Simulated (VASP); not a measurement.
A run of VASP 6.6.1:

File INCAR:

```
  PREC = Accurate
  ENCUT = 520
  EDIFF = 1E-7
  ISMEAR = -1
  SIGMA = 0.1
  LREAL = False
  LASPH = True
  NELM = 80
  ALGO = Normal
  ISIF = 2
  LWAVE = False
  LCHARG = False
  GGA = CA
  NBANDS = 12
```

KPOINTS

```
Automatic mesh
0
Gamma
  12 12 12
```

POSCAR

```
As
1.0
    0.0000000000      2.9009878480      2.9009878480
    2.9009878480      0.0000000000      2.9009878480
    2.9009878480      2.9009878480      0.0000000000
As
2
Direct
    0.0000000000      0.0000000000      0.0000000000
    0.2500000000      0.2500000000      0.2500000000
```

Potentials or basis: VASP PAW LDA potentials, release 64 (As).

The run is started by

```console
$ cat potpaw_LDA.64/As/POTCAR > POTCAR
$ mpirun -np 1 vasp_std > vasp.out
```

Hardware: 1 thread of Intel(R) Xeon(R) 6975P-C (Granite Rapids), on a shared host.

Question: How long does it take, and how much memory?

Answer: It took 19 s on 1 thread of Intel(R) Xeon(R) 6975P-C (Granite Rapids) (shared host), peak memory 0.17 GiB. Counts: scf iterations 11, k points 72.
